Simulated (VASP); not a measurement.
# SmBeB4 (P6/mmm) in VASP: further runs

Runs on SmBeB4. Level: PBE. Tasks: single point, relaxation of cell and atoms.

Everything below comes from runs of VASP 6.6.1. Logs are shortened: lines on timing, memory, paths and dates and some standing lists are left out, and cuts for length are marked.

**1. The cell of the first run**

Symmetry: P6/mmm, No. 191, hexagonal system. The conventional cell has a = 3.143 Å, b = 3.143 Å, c = 6.718 Å, α = 90.00°, β = 90.00°, γ = 120.00°. Sm (site symmetry 6/mmm) has 12 B at 2.43 Å and 6 Sm at 3.14 Å within 3.2 Å. Within 3.3 Å of Be (site symmetry 6/mmm) lie 12 B at 2.51 Å and 6 Be at 3.14 Å. Within 2.4 Å of B (site symmetry 3m) lie 3 B at 1.81 Å.

**2. Single point, PBE**

Input file INCAR:

```
PREC     = Accurate       # precision mode
ENCUT    = 520            # plane-wave cutoff, eV
EDIFF    = 1E-7           # SCF threshold, eV
ISMEAR   = 0              # smearing method
SIGMA    = 0.1            # smearing width, eV
LREAL    = False          # projectors in reciprocal space
LASPH    = True           # aspherical terms in the spheres
NELM     = 60             # most SCF steps
ALGO     = Normal         # electronic algorithm
ISIF     = 2              # what is computed and relaxed
LWAVE    = False          # write WAVECAR
LCHARG   = True           # write CHGCAR
GGA      = PE             # functional
LELF     = True           # ELF
LVHAR    = True         
NBANDS   = 24             # bands
```

Input file KPOINTS:

```
regular mesh
0
Gamma
  6 6 4
```

Input file POSCAR:

```
SmBeB4
1.0
    3.1425963700      0.0000000000      0.0000000000
   -1.5712981800      2.7215682900      0.0000000000
    0.0000000000      0.0000000000      6.7182204200
Sm Be B
1 1 4
Direct
    0.0000000000      0.0000000000      0.5000000000
    0.0000000000      0.0000000000      0.0000000000
    0.3333333300      0.6666666700      0.7407687300
    0.3333333300      0.6666666700      0.2592312700
    0.6666666700      0.3333333300      0.7407687300
    0.6666666700      0.3333333300      0.2592312700
```

Potentials or basis: VASP PAW PBE potentials, release 64 (Sm, Be, B).

Started as:

```
$ cat potpaw_PBE.64/Sm/POTCAR potpaw_PBE.64/Be/POTCAR potpaw_PBE.64/B/POTCAR > POTCAR
$ mpirun -np 1 vasp_std > vasp.out
```

OUTCAR:

```text
PREC = Accurate
   ENCUT = 520
   EDIFF = 1E-7
   ISMEAR = 0
   LREAL = False
   LASPH = True
   NELM = 60
   ISIF = 2
   GGA = PE

 ion  position               nearest neighbor table
   1  0.000  0.000  0.500-   3 2.43   4 2.43   5 2.43   6 2.43   3 2.43   4 2.43   5 2.43   6 2.43
                             5 2.43   6 2.43   3 2.43   4 2.43
   2  0.000  0.000  0.000-
   3  0.333  0.667  0.741-   5 1.81   5 1.81   5 1.81   1 2.43   1 2.43   1 2.43
   4  0.333  0.667  0.259-   6 1.81   6 1.81   6 1.81   1 2.43   1 2.43   1 2.43
   5  0.667  0.333  0.741-   3 1.81   3 1.81   3 1.81   1 2.43   1 2.43   1 2.43
   6  0.667  0.333  0.259-   4 1.81   4 1.81   4 1.81   1 2.43   1 2.43   1 2.43

  LATTYP: Found a hexagonal cell.
 ALAT       =     3.1425963700
 C/A-ratio  =     2.1377929677

  Lattice vectors:

 A1 = (   3.1425963700,   0.0000000000,   0.0000000000)
 A2 = (  -1.5712981800,   2.7215682900,   0.0000000000)
 A3 = (   0.0000000000,   0.0000000000,   6.7182204200)

Analysis of symmetry for initial positions (statically):
=====================================================================
 Subroutine PRICEL returns:
 Original cell was already a primitive cell.

 Routine SETGRP: Setting up the symmetry group for a
 hexagonal supercell.

 Subroutine GETGRP returns: Found 24 space group operations
 (whereof 24 operations were pure point group operations)
 out of a pool of 24 trial point group operations.

The static configuration has the point symmetry D_6h.

Analysis of symmetry for dynamics (positions and initial velocities):
=====================================================================
 Subroutine PRICEL returns:
 Original cell was already a primitive cell.

 Routine SETGRP: Setting up the symmetry group for a
 hexagonal supercell.

 Subroutine GETGRP returns: Found 24 space group operations
 (whereof 24 operations were pure point group operations)
 out of a pool of 24 trial point group operations.

The dynamic configuration has the point symmetry D_6h.

 Subroutine INISYM returns: Found 24 space group operations
 (whereof 24 operations are pure point group operations),
 and found     1 'primitive' translations

----------------------------------------------------------------------------------------

                                     Primitive cell

  volume of cell :      57.4595

  direct lattice vectors                    reciprocal lattice vectors
     3.142596370  0.000000000  0.000000000     0.318208221  0.183717601  0.000000000
    -1.571298180  2.721568290  0.000000000     0.000000000  0.367435204  0.000000000
     0.000000000  0.000000000  6.718220420     0.000000000  0.000000000  0.148848942

  length of vectors
     3.142596370  3.142596367  6.718220420     0.367435204  0.367435204  0.148848942

  position of ions in fractional coordinates (direct lattice)
     0.000000000  0.000000000  0.500000000
     0.000000000  0.000000000  0.000000000
     0.333333330  0.666666670  0.740768730
     0.333333330  0.666666670  0.259231270
     0.666666670  0.333333330  0.740768730
     0.666666670  0.333333330  0.259231270

  ion indices of the primitive-cell ions
   primitive index   ion index
                 1           1
                 2           2
                 3           3
                 4           4
                 5           5
                 6           6

----------------------------------------------------------------------------------------

 KPOINTS: regular mesh

Automatic generation of k-mesh.
 Grid dimensions read from file:
 generate k-points for:    6    6    4

 Generating k-lattice:

  Cartesian coordinates                     Fractional coordinates (reciprocal lattice)
     0.053034703  0.030619600  0.000000000     0.166666667  0.000000000  0.000000000
     0.000000000  0.061239201  0.000000000     0.000000000  0.166666667  0.000000000
     0.000000000  0.000000000  0.037212235     0.000000000  0.000000000  0.250000000

  Length of vectors
     0.061239201  0.061239201  0.037212235

  Shift w.r.t. Gamma in fractional coordinates (k-lattice)
     0.000000000  0.000000000  0.000000000

 Subroutine IBZKPT returns following result:
 ===========================================

 Found     21 irreducible k-points:

 Following reciprocal coordinates:
            Coordinates               Weight
  0.000000  0.000000  0.000000      1.000000
  0.166667  0.000000  0.000000      6.000000
  0.333333  0.000000  0.000000      6.000000
  0.500000  0.000000  0.000000      3.000000
  0.166667  0.166667  0.000000      6.000000
  0.333333  0.166667  0.000000     12.000000
[... 13 lines left out ...]
  0.333333  0.166667  0.500000     12.000000
  0.333333  0.333333  0.500000      2.000000
   k-points           NKPTS =     21   k-points in BZ     NKDIM =     21   number of bands    NBANDS=     24
   number of dos      NEDOS =    301   number of ions     NIONS =      6
   total plane-waves  NPLWV =  28800
   dimension x,y,z NGX =    24 NGY =   24 NGZ =   50
   dimension x,y,z NGXF=    48 NGYF=   48 NGZF=  100
   ions per type =               1   1   4
   NGX,Y,Z   is equivalent  to a cutoff of  12.70, 12.70, 12.37 a.u.
   NGXF,Y,Z  is equivalent  to a cutoff of  25.39, 25.39, 24.75 a.u.
 SYSTEM =  unknown system
   PREC   = accura    normal or accurate (medium, high low for compatibility)
   ISTART =      0    job   : 0-new  1-cont  2-samecut
   ICHARG =      2    charge: 1-file 2-atom 10-const
   ISPIN  =      1    spin polarized calculation?
   LNONCOLLINEAR =      F non collinear calculations
   LSORBIT =      F    spin-orbit coupling
   LASPH  =      T    aspherical Exc in radial PAW
   ENCUT  =  520.0 eV  38.22 Ry    6.18 a.u.   5.84  5.84 12.49*2*pi/ulx,y,z
   NELM   =     60;   NELMIN=  2; NELMDL= -5     # of ELM steps
   EDIFF  = 0.1E-06   stopping-criterion for ELM
   LREAL  =      F    real-space projection
   EDIFFG = 0.1E-05   stopping-criterion for IOM
   NSW    =      0    number of steps for IOM
   IBRION =     -1    ionic relax: 0-MD 1-quasi-New 2-CG
   NFREE  =      0    steps in history (QN), initial steepest desc. (CG)
   ISIF   =      2    stress and relaxation
   ISYM   =      2    0-nonsym 1-usesym 2-fastsym
   POTIM  = 0.5000    time-step for ionic-motion
   TEBEG  =    0.0;   TEEND  =   0.0 temperature during run
   PSTRESS=    0.0 pullay stress
   NELECT =      30.0000    total number of electrons
   NUPDOWN=      -1.0000    fix difference up-down
   EMIN   =  10.00;   EMAX   =-10.00  energy-range for DOS
   EFERMI =   0.00;   METHOD = LEGACY
   ISMEAR =     0;   SIGMA  =   0.10  broadening in eV -4-tet -1-fermi 0-gaus
   EFERMI_NEDOS =   21; number of points for ismear=-14 and -15
   IALGO  =     38    algorithm
   IMIX   =      4    mixing-type and parameters
     AMIX     =   0.40;   BMIX     =  1.00
     AMIX_MAG =   1.60;   BMIX_MAG =  1.00
  volume/ion in A,a.u.               =       9.58        64.63
  Fermi-wavevector in a.u.,A,eV,Ry     =   1.318240  2.491113 23.643623  1.737757
  Thomas-Fermi vector in A             =   2.448224
   LORBIT       =      0    0 simple, 1 ext, 2 COOP (PROOUT), +10 PAW based schemes
   GGA     = PE    functional components
   LHFCALC =     F    Hartree Fock is set to
   AEXX    =    0.0000 exact exchange contribution
   IVDW    =     0    specifies the selected vdW correction
   LEPSILON=     F    determine dielectric tensor
   LRPA    =     F    only Hartree local field effects (RPA)
 non-spin polarized calculation
 Gauss-broadening in eV      SIGMA  =   0.10
  energy-cutoff  :      520.00
  volume of cell :       57.46
 maximum number of plane-waves:      1560
 NGX is ok and might be reduce to    24
   NGX = 11   NGY = 11   NGZ = 25

 number of electron      30.0000002 magnetization

 Free energy of the ion-electron system (eV)
  ---------------------------------------------------
  ext. energy  EPLUGINS =         0.00000000
  ---------------------------------------------------
  free energy    TOTEN  =       -34.38276830 eV

  energy without entropy =      -34.29446983  energy(sigma->0) =      -34.33861907

 E-fermi :   6.0521     XC(G=0): -11.8640

 val. band max:        6.0428800198   @ k =   0.1667   0.1667   0.0000
 cond. band min:       6.0547395123   @ k =   0.1667   0.1667   0.2500
 fundamental gap:      0.0118594925
 Fermi energy:         6.0520749342

 k-point     1 :       0.0000    0.0000    0.0000
  band No.  band energies     occupation
      1     -32.8645      2.00000
      2     -13.7764      2.00000
      3     -11.3161      2.00000
      4     -11.3161      2.00000
      5      -6.0958      2.00000
      6      -3.3143      2.00000
[... 16 lines left out ...]
     23      10.9364      0.00000
     24      10.9364      0.00000

 k-point     2 :       0.1667    0.0000    0.0000
  band No.  band energies     occupation
      1     -32.7687      2.00000
      2     -13.5635      2.00000
      3     -12.2090      2.00000
      4     -11.4933      2.00000
      5      -5.5058      2.00000
      6      -3.1494      2.00000
[... 16 lines left out ...]
     23      10.9533      0.00000
     24      11.0373      0.00000

 k-point     3 :       0.3333    0.0000    0.0000
  band No.  band energies     occupation
      1     -32.5697      2.00000
      2     -13.6347      2.00000
      3     -13.0874      2.00000
      4     -11.8257      2.00000
      5      -4.0893      2.00000
      6      -2.9354      2.00000
[... 16 lines left out ...]
     23      10.6387      0.00000
     24      11.6359      0.00000

 k-point     4 :       0.5000    0.0000    0.0000
  band No.  band energies     occupation
      1     -32.4661      2.00000
      2     -14.2458      2.00000
      3     -12.8167      2.00000
      4     -11.9823      2.00000
      5      -2.9886      2.00000
      6      -2.1897      2.00000
[... 16 lines left out ...]
     23      10.4199      0.00000
     24      11.8620      0.00000

 k-point     5 :       0.1667    0.1667    0.0000
  band No.  band energies     occupation
      1     -32.6206      2.00000
      2     -13.2148      2.00000
      3     -13.1678      2.00000
      4     -11.9390      2.00000
      5      -4.5131      2.00000
      6      -2.9313      2.00000
[... 16 lines left out ...]
     23      10.8208      0.00000
     24      12.2872      0.00000

 k-point     6 :       0.3333    0.1667    0.0000
  band No.  band energies     occupation
      1     -32.4667      2.00000
      2     -13.9251      2.00000
      3     -12.8219      2.00000
      4     -12.4603      2.00000
      5      -2.7637      2.00000
      6      -2.7343      2.00000
[... 16 lines left out ...]
     23       9.8309      0.00000
     24      11.3699      0.00000
[... 298 lines left out ...]
 k-point    18 :       0.5000    0.0000    0.5000
  band No.  band energies     occupation
      1     -32.4661      2.00000
      2     -14.2450      2.00000
      3     -12.8182      2.00000
      4     -11.9821      2.00000
      5      -3.4426      2.00000
      6      -1.8260      2.00000
[... 16 lines left out ...]
     23      10.4833      0.00000
     24      10.9418      0.00000

 k-point    19 :       0.1667    0.1667    0.5000
  band No.  band energies     occupation
      1     -32.6206      2.00000
      2     -13.2196      2.00000
      3     -13.1668      2.00000
      4     -11.9388      2.00000
      5      -3.8882      2.00000
      6      -3.7049      2.00000
[... 16 lines left out ...]
     23      10.0182      0.00000
     24      11.4830      0.00000

 k-point    20 :       0.3333    0.1667    0.5000
  band No.  band energies     occupation
      1     -32.4667      2.00000
      2     -13.9244      2.00000
      3     -12.8236      2.00000
      4     -12.4599      2.00000
      5      -3.2720      2.00000
      6      -2.0121      2.00000
[... 16 lines left out ...]
     23      11.0059      0.00000
     24      12.4200      0.00000

 k-point    21 :       0.3333    0.3333    0.5000
  band No.  band energies     occupation
      1     -32.4146      2.00000
      2     -13.4537      2.00000
      3     -13.4537      2.00000
      4     -12.6841      2.00000
      5      -2.2450      2.00000
      6      -2.2450      2.00000
[... 16 lines left out ...]
     23      11.5992      0.00000
     24      13.5177      0.00000

------------------------ aborting loop because EDIFF is reached ----------------------------------------

  FORCE on cell =-STRESS in cart. coord.  units (eV):
  Direction    XX          YY          ZZ          XY          YZ          ZX
  --------------------------------------------------------------------------------------
  -------------------------------------------------------------------------------------
  Total        2.8900779      2.8900779      4.5573533      0.0000000      0.0000000      0.0000000
  in kB       80.5857121     80.5857121    127.0753141      0.0000001      0.0000000      0.0000000
  external PRESSURE =      96.0822461 kB  Pullay stress =       0.0000000 kB

 VOLUME and BASIS-vectors are now :
 -----------------------------------------------------------------------------
  energy-cutoff  :      520.00
  volume of cell :       57.46
      direct lattice vectors                 reciprocal lattice vectors
     3.142596370  0.000000000  0.000000000     0.318208221  0.183717601  0.000000000
    -1.571298180  2.721568290  0.000000000     0.000000000  0.367435204  0.000000000
     0.000000000  0.000000000  6.718220420     0.000000000  0.000000000  0.148848942

 POSITION                                       TOTAL-FORCE (eV/Angst)
 -----------------------------------------------------------------------------------
      0.00000      0.00000      3.35911        -0.000000      0.000000     -0.000000
      0.00000      0.00000      0.00000        -0.000000      0.000000     -0.000000
     -0.00000      1.81438      4.97665         0.000000      0.000000      2.471088
     -0.00000      1.81438      1.74157         0.000000      0.000000     -2.471088
      1.57130      0.90719      4.97665        -0.000000      0.000000      2.471088
      1.57130      0.90719      1.74157         0.000000     -0.000000     -2.471088
 -----------------------------------------------------------------------------------
    total drift:                                0.000000     -0.000000     -0.000000

  FREE ENERGIE OF THE ION-ELECTRON SYSTEM (eV)
  ---------------------------------------------------
  free  energy   TOTEN  =       -34.3827683049 eV

  energy  without entropy=      -34.2944698301  energy(sigma->0) =      -34.33861907
```

It took 72 s on 1 thread of Intel Xeon 6975P-C (Granite Rapids), shared host; peak memory 0.2 GiB.

What came out:

```
Free energy            : -34.3828 eV
Pressure               : 9.6 GPa
Largest force          : 2.471 eV/Å
Band gap on the k mesh : zero (band 15 reaches 6.06 eV, above the bottom of band 16 at 5.87 eV)
```

Forces in eV/Å, atoms in the order of the input:
```
Sm   0.000  0.000  0.000
Be   0.000  0.000  0.000
B    0.000  0.000  2.471
B    0.000  0.000 -2.471
B    0.000  0.000  2.471
B    0.000  0.000 -2.471
```

Caveat: the k points lie up to 0.38 Å⁻¹ apart; spin-orbit coupling is left out, which moves the levels of the heavy elements; without U or exact exchange the open f shell lies at the Fermi level, which spoils levels, moments and volumes; forces of over 1 eV/Å act on the atoms, so gaps and moduli don't describe the material at rest.

[end of part 1 of 3]
